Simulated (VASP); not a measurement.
Here is a VASP 6.6.1 calculation.

INCAR

```
PREC     = Accurate       # precision mode
ENCUT    = 840            # plane-wave cutoff, eV
EDIFF    = 1E-6           # SCF threshold, eV
ISMEAR   = 0              # smearing method
SIGMA    = 0.01           # smearing width, eV
LREAL    = False          # projectors in reciprocal space
LASPH    = True           # aspherical terms in the spheres
NELM     = 120            # most SCF steps
ALGO     = Normal         # electronic algorithm
ISIF     = 2              # what is computed and relaxed
LWAVE    = False          # write WAVECAR
LCHARG   = True           # write CHGCAR
LELF     = True           # ELF
LVHAR    = True         
NBANDS   = 15             # bands
GGA_COMPAT= False
```

The input KPOINTS:

```
regular mesh
0
Gamma
  10 10 10
```

The input POSCAR:

```
MgO
1.0
    2.0285805629      2.0285805629      0.0000000000
   -2.0285805629      2.0285805629      0.0000000000
    0.0000000000      2.0285805629      2.0285805629
Mg O
1 1
Direct
    0.0000000000      0.0000000000      0.0000000000
    0.5000000000      0.5000000000      0.0000000000
```

Potentials or basis: VASP PAW LDA potentials, release 64 (Mg_sv, O).

Launch:

```bash
$ cat potpaw_LDA.64/Mg_sv/POTCAR potpaw_LDA.64/O/POTCAR > POTCAR
$ mpirun -np 1 vasp_std > vasp.out
```

Problem. Estimate the pressure.

Solution. 16.0 GPa.

Problem. What does it give for the band gap on the k mesh?

Solution. 5.84 eV.

Caveat: the cell stands under pressure.
